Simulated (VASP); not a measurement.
# EuAlIr (P-6m2) in VASP: a series of runs

Runs on EuAlIr. Level: PBE. Tasks: single point, relaxation of cell and atoms.

Program: VASP 6.6.1. These are calculated values, not measurements. Logs are shortened: lines on timing, memory, paths and dates and some standing lists are left out, and cuts for length are marked.

**1. The cell of the first run**

Symmetry: P-6m2, No. 187, hexagonal system. Conventional cell: a = 4.052 Å, b = 4.052 Å, c = 4.023 Å, α = 90.00°, β = 90.00°, γ = 120.00°. Eu (site symmetry -6m2) has 6 Al at 3.09 Å and 6 Ir at 3.09 Å and 8 Eu at 4.02 to 4.05 Å within 4.1 Å. Within 3.1 Å of Al (site symmetry -6m2) lie 3 Ir at 2.34 Å and 6 Eu at 3.09 Å. Within 3.1 Å of Ir (site symmetry -6m2) lie 3 Al at 2.34 Å and 6 Eu at 3.09 Å.

The cell was generated, and may not be a known phase.

**2. Single point, PBE, collinear spin, ferromagnetic start**

INCAR reads:

```
  PREC = Accurate
  ENCUT = 520
  EDIFF = 1E-6
  ISMEAR = 0
  SIGMA = 0.1
  LREAL = F
  LASPH = T
  NELM = 150
  ALGO = Fast
  ISIF = 2
  LWAVE = F
  LCHARG = F
  ISPIN = 2
  MAGMOM = 7 0 0
  LORBIT = 11
  LMAXMIX = 6
  GGA = PE
  NBANDS = 26
```

KPOINTS reads:

```
Automatic mesh
0
Gamma
  6 6 4
```

POSCAR reads:

```
EuAlIr
1.0
    4.0515630500      0.0000000000      0.0000000000
   -2.0257815300      3.5087565300      0.0000000000
    0.0000000000      0.0000000000      4.0228121000
Eu Al Ir
1 1 1
Direct
    0.6666666700      0.3333333300      0.5000000000
    0.3333333300      0.6666666700      0.0000000000
    0.0000000000      0.0000000000      0.0000000000
```

Potentials or basis: VASP PAW PBE potentials, release 64 (Eu, Al, Ir).

On the command line:

```
> cat potpaw_PBE.64/Eu/POTCAR potpaw_PBE.64/Al/POTCAR potpaw_PBE.64/Ir/POTCAR > POTCAR
> mpirun -np 1 vasp_std > vasp.out
```

OUTCAR:

```text
PREC = Accurate
   ENCUT = 520
   EDIFF = 1E-6
   ISMEAR = 0
   LREAL = F
   LASPH = T
   NELM = 150
   ISIF = 2
   ISPIN = 2
   LORBIT = 11
   GGA = PE

 ion  position               nearest neighbor table
   1  0.667  0.333  0.500-   2 3.09   2 3.09   3 3.09   3 3.09   2 3.09   2 3.09   3 3.09   3 3.09
                             3 3.09   3 3.09   2 3.09   2 3.09
   2  0.333  0.667  0.000-   3 2.34   3 2.34   3 2.34   1 3.09   1 3.09   1 3.09   1 3.09   1 3.09
                             1 3.09
   3  0.000  0.000  0.000-   2 2.34   2 2.34   2 2.34   1 3.09   1 3.09   1 3.09   1 3.09   1 3.09
                             1 3.09

  LATTYP: Found a hexagonal cell.
 ALAT       =     4.0515630500
 C/A-ratio  =     0.9929037387

  Lattice vectors:

 A1 = (   4.0515630500,   0.0000000000,   0.0000000000)
 A2 = (  -2.0257815300,   3.5087565300,   0.0000000000)
 A3 = (   0.0000000000,   0.0000000000,   4.0228121000)

Analysis of symmetry for initial positions (statically):
=====================================================================
 Subroutine PRICEL returns:
 Original cell was already a primitive cell.

 Routine SETGRP: Setting up the symmetry group for a
 hexagonal supercell.

 Subroutine GETGRP returns: Found 12 space group operations
 (whereof 12 operations were pure point group operations)
 out of a pool of 24 trial point group operations.

The static configuration has the point symmetry D_3h.

Analysis of symmetry for dynamics (positions and initial velocities):
=====================================================================
 Subroutine PRICEL returns:
 Original cell was already a primitive cell.

 Routine SETGRP: Setting up the symmetry group for a
 hexagonal supercell.

 Subroutine GETGRP returns: Found 12 space group operations
 (whereof 12 operations were pure point group operations)
 out of a pool of 24 trial point group operations.

The dynamic configuration has the point symmetry D_3h.

Analysis of structural, dynamic, and magnetic symmetry:
=====================================================================
 Subroutine PRICEL returns:
 Original cell was already a primitive cell.

 Routine SETGRP: Setting up the symmetry group for a
 hexagonal supercell.

 Subroutine GETGRP returns: Found 12 space group operations
 (whereof 12 operations were pure point group operations)
 out of a pool of 24 trial point group operations.

The overall configuration has the point symmetry D_3h.

 Subroutine INISYM returns: Found 12 space group operations
 (whereof 12 operations are pure point group operations),
 and found     1 'primitive' translations

----------------------------------------------------------------------------------------

                                     Primitive cell

  volume of cell :      57.1881

  direct lattice vectors                    reciprocal lattice vectors
     4.051563050  0.000000000  0.000000000     0.246818324  0.142500626  0.000000000
    -2.025781530  3.508756530  0.000000000     0.000000000  0.285001251  0.000000000
     0.000000000  0.000000000  4.022812100     0.000000000  0.000000000  0.248582329

  length of vectors
     4.051563050  4.051563056  4.022812100     0.285001251  0.285001251  0.248582329

  position of ions in fractional coordinates (direct lattice)
     0.666666670  0.333333330  0.500000000
     0.333333330  0.666666670  0.000000000
     0.000000000  0.000000000  0.000000000

  ion indices of the primitive-cell ions
   primitive index   ion index
                 1           1
                 2           2
                 3           3

----------------------------------------------------------------------------------------

 KPOINTS: Automatic mesh

Automatic generation of k-mesh.
 Grid dimensions read from file:
 generate k-points for:    6    6    4

 Generating k-lattice:

  Cartesian coordinates                     Fractional coordinates (reciprocal lattice)
     0.041136387  0.023750104  0.000000000     0.166666667 -0.000000000  0.000000000
[... 47 lines left out ...]
  energy-cutoff  :      520.00
  volume of cell :       57.19
 maximum number of plane-waves:      1565
   NGX = 15   NGY = 15   NGZ = 15

 number of electron      28.9999993 magnetization       6.8063881

 Free energy of the ion-electron system (eV)
  ---------------------------------------------------
  ext. energy  EPLUGINS =         0.00000000
  ---------------------------------------------------
  free energy    TOTEN  =       -25.39247888 eV

  energy without entropy =      -25.38661207  energy(sigma->0) =      -25.38954547

 E-fermi :   6.2506     XC(G=0): -11.3774

 val. band max:        6.1844373201   @ k =   0.5000   0.0000   0.5000
 cond. band min:       6.2658340231   @ k =   0.1667   0.1667   0.0000
 fundamental gap:      0.0813967031
 Fermi energy:         6.2506112531

 spin component 1

 k-point     1 :       0.0000    0.0000    0.0000
  band No.  band energies     occupation
      1     -34.7720      1.00000
      2     -13.4713      1.00000
      3     -13.4340      1.00000
      4     -13.4340      1.00000
      5      -2.4258      1.00000
      6       2.3570      1.00000
[... 18 lines left out ...]
     25      14.0492      0.00000
     26      14.1088      0.00000
[... 556 lines left out ...]
      3     -13.6268      1.00000
      4     -13.5864      1.00000
      5       0.5927      1.00000
      6       1.7021      1.00000
[... 18 lines left out ...]
     25      13.7645      0.00000
     26      14.3359      0.00000
 Fermi energy:         6.2506112531

 spin component 2

 k-point     1 :       0.0000    0.0000    0.0000
  band No.  band energies     occupation
      1     -31.7889      1.00000
      2     -11.3424      1.00000
      3     -11.2766      1.00000
      4     -11.2766      1.00000
      5      -2.2140      1.00000
      6       2.4450      1.00000
[... 18 lines left out ...]
     25      14.5949      0.00000
     26      14.6810      0.00000
[... 557 lines left out ...]
      4     -11.4714      1.00000
      5       0.6993      1.00000
      6       1.8611      1.00000
[... 18 lines left out ...]
     25      13.9865      0.00000
     26      15.1485      0.00000

------------------------ aborting loop because EDIFF is reached ----------------------------------------

  FORCE on cell =-STRESS in cart. coord.  units (eV):
  Direction    XX          YY          ZZ          XY          YZ          ZX
  --------------------------------------------------------------------------------------
  -------------------------------------------------------------------------------------
  Total        7.6616028      7.6616028      4.5831852     -0.0000000      0.0000000     -0.0000000
  in kB      214.6469048    214.6469053    128.4021838     -0.0000003      0.0000000     -0.0000000
  external PRESSURE =     185.8986647 kB  Pullay stress =       0.0000000 kB

 VOLUME and BASIS-vectors are now :
 -----------------------------------------------------------------------------
  energy-cutoff  :      520.00
  volume of cell :       57.19
      direct lattice vectors                 reciprocal lattice vectors
     4.051563050  0.000000000  0.000000000     0.246818324  0.142500626  0.000000000
    -2.025781530  3.508756530  0.000000000     0.000000000  0.285001251  0.000000000
     0.000000000  0.000000000  4.022812100     0.000000000  0.000000000  0.248582329

 POSITION                                       TOTAL-FORCE (eV/Angst)
 -----------------------------------------------------------------------------------
      2.02578      1.16959      2.01141        -0.000000      0.000000      0.000000
     -0.00000      2.33917      0.00000         0.000000      0.000000      0.000000
      0.00000      0.00000      0.00000         0.000000     -0.000000      0.000000
 -----------------------------------------------------------------------------------
    total drift:                               -0.000045      0.000026      0.000000

  FREE ENERGIE OF THE ION-ELECTRON SYSTEM (eV)
  ---------------------------------------------------
  free  energy   TOTEN  =       -25.3924788768 eV

  energy  without entropy=      -25.3866120718  energy(sigma->0) =      -25.38954547

 total charge

# of ion       s       p       d       f       tot
--------------------------------------------------
    1        2.067   5.742   0.495   6.492  14.795
    2        0.487   0.442   0.000   0.000   0.929
    3        0.849   0.434   7.389   0.000   8.672
--------------------------------------------------
tot          3.402   6.619   7.884   6.492  24.396

 magnetization (x)

# of ion       s       p       d       f       tot
--------------------------------------------------
    1       -0.007  -0.095   0.099   6.432   6.429
    2       -0.006   0.015   0.000   0.000   0.009
    3       -0.019   0.038  -0.069   0.000  -0.050
--------------------------------------------------
tot         -0.033  -0.042   0.031   6.432   6.387
```

Wall time 4.9 min (1 thread of Oxide Virtual Turin-like, shared host); peak memory 0.21 GiB.

What came out:

```yaml
Free_energy: -25.3925 eV
Pressure: 18.6 GPa
Net_moment: 6.81 μB per cell
Site_moments: Eu +6.43; Al +0.01; Ir -0.05 μB
Valence_electrons_inside_the_program's_atomic_spheres: Eu 14.79; Al 0.93; Ir 8.67
```

Stress tensor (GPa, compression positive):
```
21.46  0.00  0.00
 0.00 21.46  0.00
 0.00  0.00 12.84
```

Levels at points of the mesh, in eV from the Fermi level:
Spin up:
| k point | band 15 | band 16 | band 17 | band 18 | band 19 | band 20 | band 21 | band 22 |
| --- | --- | --- | --- | --- | --- | --- | --- | --- |
| (0.00, 0.00, 0.00) | -0.27 | -0.15 | -0.15 | 1.78 | 1.70 | 1.77 | 1.98 | 4.07 |
| (0.50, 0.00, 0.00) | -0.33 | -0.30 | -0.28 | -0.28 | 1.71 | 1.75 | 1.93 | 4.85 |
| (0.00, 0.00, 0.50) | -0.29 | -0.29 | -0.27 | -0.10 | 3.17 | 3.17 | 3.69 | 3.69 |
| (0.50, 0.00, 0.50) | -0.35 | -0.32 | -0.27 | -0.21 | -0.07 | 0.09 | 0.74 | 4.95 |
Spin down:
```
           k point  band 9  band 10  band 11  band 12  band 13  band 14
(0.00, 0.00, 0.00)   -2.22    -2.22     1.53     1.70     1.75     1.75
(0.50, 0.00, 0.00)   -2.65    -2.61    -2.39     1.56     1.65     2.03
(0.00, 0.00, 0.50)   -2.67    -2.67    -1.20     3.19     3.19     3.63
(0.50, 0.00, 0.50)   -2.23    -1.91    -1.18    -0.24     0.54     0.99
```

Caveat: the k points lie up to 0.39 Å⁻¹ apart; spin-orbit coupling is left out, which moves the levels of the heavy elements; semilocal functionals describe open f shells poorly, which spoils levels, moments and volumes.

**3. Single point, PBE, collinear spin, ferromagnetic start**

This run uses another cell than the first one, of 22.34 Å³/atom.

INCAR reads:

```
SYSTEM = EuAlIr
PREC = Accurate
ENCUT = 520
EDIFF = 1E-7
ISMEAR = 0
SIGMA = 0.1
LREAL = .False.
LASPH = .True.
NELM = 150
ALGO = Fast
ISIF = 2
LWAVE = .False.
LCHARG = .True.
ISPIN = 2
MAGMOM = 7 0 0
LORBIT = 11
LMAXMIX = 6
GGA = PE
LELF = .True.
LVHAR = .True.
NBANDS = 26
```

KPOINTS reads:

```
Automatic mesh
0
Gamma
  6 6 4
  0 0 0
```

POSCAR reads:

```
EuAlIr
1.0
    4.2513824326      0.0000000030      0.0000000000
   -2.1256912189      3.6818051863      0.0000000000
    0.0000000000      0.0000000000      4.2818331358
Eu Al Ir
1 1 1
Direct
    0.6666666667      0.3333333333      0.5000000000
    0.3333333333      0.6666666667      0.0000000000
    0.0000000000      0.0000000000      0.0000000000
```

Potentials or basis: VASP PAW PBE potentials, release 64 (Eu, Al, Ir).

On the command line:

```
> cat potpaw_PBE.64/Eu/POTCAR potpaw_PBE.64/Al/POTCAR potpaw_PBE.64/Ir/POTCAR > POTCAR
> mpirun -np 1 vasp_std > vasp.out
```

Run time: 5.8 min. Hardware: 1 thread of Oxide Virtual Turin-like, shared host; peak memory 0.23 GiB.

The run converged. Its results:

```yaml
Free_energy: -25.8707 eV
Pressure: -0.1 GPa
Net_moment: 6.81 μB per cell
Site_moments: Eu +6.47; Al +0.00; Ir -0.07 μB
Valence_electrons_inside_the_program's_atomic_spheres: Eu 14.69; Al 0.84; Ir 8.37
```

Levels at points of the mesh, in eV from the Fermi level:
Spin up:
```csv
k point,band 14,band 15,band 16,band 17,band 18,band 19,band 20,band 21,band 22,band 23
"(0.00, 0.00, 0.00)",-0.26,-0.24,-0.14,-0.14,1.42,1.58,1.69,1.82,3.87,3.87
"(0.50, 0.00, 0.00)",-0.29,-0.28,-0.25,-0.24,-0.24,1.21,1.81,1.97,4.54,4.64
"(0.00, 0.00, 0.50)",-0.35,-0.25,-0.25,-0.24,-0.12,2.97,2.97,3.36,3.36,4.05
"(0.50, 0.00, 0.50)",-0.31,-0.28,-0.27,-0.22,-0.19,-0.10,0.18,0.65,4.62,5.04
```
Spin down:
| k point | band 7 | band 8 | band 9 | band 10 | band 11 | band 12 | band 13 | band 14 | band 15 | band 16 |
| --- | --- | --- | --- | --- | --- | --- | --- | --- | --- | --- |
| (0.00, 0.00, 0.00) | -3.21 | -2.87 | -1.77 | -1.77 | 1.35 | 1.68 | 1.86 | 1.86 | 4.21 | 4.21 |
| (0.50, 0.00, 0.00) | -2.45 | -2.39 | -2.20 | -2.07 | -1.96 | 1.38 | 1.55 | 2.05 | 4.01 | 4.32 |
| (0.00, 0.00, 0.50) | -3.41 | -3.11 | -2.10 | -2.10 | -1.04 | 3.17 | 3.17 | 3.79 | 3.97 | 3.97 |
| (0.50, 0.00, 0.50) | -2.86 | -2.14 | -1.85 | -1.74 | -1.07 | 0.03 | 0.60 | 0.86 | 4.24 | 4.34 |

Caveat: the k points lie up to 0.37 Å⁻¹ apart; spin-orbit coupling is left out, which moves the levels of the heavy elements; semilocal functionals describe open f shells poorly, which spoils levels, moments and volumes. The state reached can hang on the start; a lower one may exist.

**4. Relaxation of cell and atoms, PBE, collinear spin, ferromagnetic start**

INCAR reads:

```
SYSTEM = EuAlIr
ALGO = Normal
EDIFF = 1E-7
EDIFFG = -0.04
ENCUT = 600
GGA = PE
IBRION = 2
ISIF = 3
ISMEAR = 0
ISPIN = 2
LASPH = .TRUE.
LCHARG = .FALSE.
LMAXMIX = 6
LORBIT = 11
LREAL = .FALSE.
LWAVE = .FALSE.
MAGMOM = 7 0 0
NELM = 150
NSW = 90
PREC = Accurate
SIGMA = 0.1
```

KPOINTS reads:

```
k-points
0
G
  6 6 4
  0 0 0
```

POSCAR reads:

```
EuAlIr
1.0
    4.0515630500      0.0000000000      0.0000000000
   -2.0257815300      3.5087565300      0.0000000000
    0.0000000000      0.0000000000      4.0228121000
Eu Al Ir
1 1 1
Direct
    0.6666666700      0.3333333300      0.5000000000
    0.3333333300      0.6666666700      0.0000000000
    0.0000000000      0.0000000000      0.0000000000
```

On the command line:

```
> cat potpaw_PBE.64/Eu/POTCAR potpaw_PBE.64/Al/POTCAR potpaw_PBE.64/Ir/POTCAR > POTCAR
> mpirun -np 1 vasp_std > vasp.out
```

It took 18 min on 1 thread of Oxide Virtual Turin-like, shared host; peak memory 0.24 GiB.

Results (log left out):

```
Free energy                                           : -25.8708 eV
Relaxed volume                                        : 22.33 Å³/atom
Relaxed cell                                          : a = 4.251 Å, b = 4.251 Å, c = 4.280 Å, α = 90.00°, β = 90.00°, γ = 120.00°
Space group after relaxing (to 0.1 Å)                 : P-6m2 (No. 187)
Energy gained by relaxing                             : 158.9 meV/atom
Ionic steps                                           : 9
Pressure after relaxing                               : 0.0 GPa
Net moment                                            : 6.81 μB per cell
Site moments                                          : Eu +6.46; Al +0.00; Ir -0.07 μB
Valence electrons inside the program's atomic spheres : Eu 14.69; Al 0.84; Ir 8.37
```

Step by step:
```
step  energy change (eV)  largest force (eV/Å)  pressure (GPa)  volume (Å³)
   1              0.0000                0.0000           18.40        57.19
   2             -0.0198                0.0000          -10.16        77.23
   3             -0.4651                0.0000           -0.16        66.23
   4             -0.4655                0.0000            0.15        66.01
   5             -0.4654                0.0000            0.42        65.82
   6             -0.4716                0.0000            0.36        66.15
   7             -0.4764                0.0000            0.28        66.78
   8             -0.4763                0.0000           -0.36        67.26
   9             -0.4766                0.0000            0.01        66.98
```

Final structure:
```xyz
3
Lattice="4.2510 0.0000 0.0000 -2.1255 3.6815 0.0000 0.0000 0.0000 4.2798" Properties=species:S:1:pos:R:3 pbc="T T T"
Eu    2.1255    1.2272    2.1399
Al    0.0000    2.4543    0.0000
Ir    0.0000    0.0000    0.0000
```

Levels at points of the mesh, in eV from the Fermi level:
Spin up:
| k point | band 16 | band 17 | band 18 | band 19 | band 20 | band 21 |
| --- | --- | --- | --- | --- | --- | --- |
| (0.00, 0.00, 0.00) | -0.14 | -0.14 | 1.40 | 1.40 | 1.49 | 1.58 |
| (0.50, 0.00, 0.00) | -0.25 | -0.24 | -0.24 | 1.21 | 1.59 | 1.65 |
| (0.00, 0.00, 0.50) | -0.25 | -0.24 | -0.12 | 2.97 | 2.97 | 3.36 |
| (0.50, 0.00, 0.50) | -0.27 | -0.22 | -0.19 | -0.10 | 0.19 | 0.65 |
Spin down:
```
           k point  band 9  band 10  band 11  band 12  band 13  band 14
(0.00, 0.00, 0.00)   -1.77    -1.77     1.36     1.68     1.86     1.86
(0.50, 0.00, 0.00)   -2.21    -2.07    -1.96     1.38     1.56     2.05
(0.00, 0.00, 0.50)   -2.10    -2.10    -1.04     3.16     3.16     3.79
(0.50, 0.00, 0.50)   -1.85    -1.74    -1.07     0.03     0.61     0.86
```

Caveat: the k points lie up to 0.37 Å⁻¹ apart in the final cell; the volume moved by over 15 % at a fixed basis, so the end points are rough; spin-orbit coupling is left out, which moves the levels of the heavy elements; semilocal functionals describe open f shells poorly, which spoils levels, moments and volumes.

**5. Overview**

| task | cell | cutoff (eV) | gap on the mesh (eV) | pressure (GPa) | moment (μB) |
| --- | --- | --- | --- | --- | --- |
| single point | a = 4.052, b = 4.052, c = 4.023 Å, angles 90.0, 90.0, 120.0°, 3 atoms | 520 | none | 18.6 | 6.81 |
| single point | a = 4.251, b = 4.251, c = 4.282 Å, angles 90.0, 90.0, 120.0°, 3 atoms | 520 | none | -0.1 | 6.81 |
| relaxation of cell and atoms | relaxed from a = 4.052, b = 4.052, c = 4.023 Å, angles 90.0, 90.0, 120.0°, 3 atoms | 600 | none | 0.0 | 6.81 |

Alike in all rows: level PBE; potentials or basis VASP PAW PBE potentials, release 64 (Eu, Al, Ir); spin collinear, ferromagnetic start; k mesh 6 × 6 × 4; smearing gaussian 0.1 eV.

Caveats: all runs use coarse meshes; spin-orbit coupling is left out, which moves the levels of the heavy elements; semilocal functionals describe open f shells poorly, which spoils levels, moments and volumes; the volume moved by over 15 % at a fixed basis, so the end points are rough (at least some runs).

Total energies depend on the potentials used, so only differences within one code and one set of settings carry meaning.

The gap in the log of VASP goes by the Fermi energy; the results here count the filled bands.